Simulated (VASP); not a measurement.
Input of a VASP 6.6.1 run:

Contents of POSCAR:

```
TaN
1.0
    3.1295495974      0.0000000000      0.0000000000
   -1.5647747987      2.7102694537      0.0000000000
    0.0000000000      0.0000000000      6.0824581592
Ta N
2 2
Direct
    0.3333333333      0.6666666667      0.0313187041
    0.6666666667      0.3333333333      0.5313187041
    0.3333333333      0.6666666667      0.3536812959
    0.6666666667      0.3333333333      0.8536812959
```

File INCAR.step1:

```
SYSTEM = TaN
ALGO     = Normal         ! electronic algorithm
EDIFF    = 1E-4           ! SCF threshold, eV
ENCUT    = 520            ! plane-wave cutoff, eV
GGA      = PE             ! functional
ISMEAR   = 0              ! smearing method
LASPH    = .TRUE.         ! aspherical terms in the spheres
LCHARG   = .FALSE.        ! write CHGCAR
LREAL    = .FALSE.        ! projectors in reciprocal space
LWAVE    = .TRUE.         ! write WAVECAR
NBANDS   = 24             ! bands
NELM     = 80             ! most SCF steps
PREC     = Accurate       ! precision mode
SIGMA    = 0.1            ! smearing width, eV
```

File INCAR.step2:

```
SYSTEM = TaN
ALGO     = Normal         ! electronic algorithm
EDIFF    = 1E-7           ! SCF threshold, eV
ENCUT    = 520            ! plane-wave cutoff, eV
ISIF     = 2              ! what is computed and relaxed
ISMEAR   = 0              ! smearing method
ISTART   = 1            
LASPH    = .TRUE.         ! aspherical terms in the spheres
LCHARG   = .TRUE.         ! write CHGCAR
LELF     = .TRUE.         ! ELF
LMIXTAU  = .TRUE.       
LREAL    = .FALSE.        ! projectors in reciprocal space
LVHAR    = .TRUE.       
LWAVE    = .FALSE.        ! write WAVECAR
METAGGA  = R2SCAN         ! meta-GGA
NBANDS   = 24             ! bands
NELM     = 80             ! most SCF steps
PREC     = Accurate       ! precision mode
SIGMA    = 0.1            ! smearing width, eV
```

The input KPOINTS:

```
k-points
0
G
  18 18 8
  0 0 0
```

Potentials or basis: VASP PAW PBE potentials, release 64 (Ta_pv, N).

The run is started by

```console
$ cat potpaw_PBE.64/Ta_pv/POTCAR potpaw_PBE.64/N/POTCAR > POTCAR
$ cp INCAR.step1 INCAR
$ mpirun -np 1 vasp_std > vasp.out
$ cp INCAR.step2 INCAR
$ mpirun -np 1 vasp_std > vasp.out
```

Estimate the pressure.

2.2 GPa.

What does it give for the largest force?

0.038 eV/Å.

Estimate the band gap on the k mesh.

zero (bands 16 and 17 overlap by 0.27 eV).

Stress tensor (GPa, compression positive):
```
1.92 0.00 0.00
0.00 1.92 0.00
0.00 0.00 2.78
```

Caveat: the PAW data sets were made with another functional, which shifts forces and pressure a little; spin-orbit coupling is left out, which moves the levels of the heavy elements.
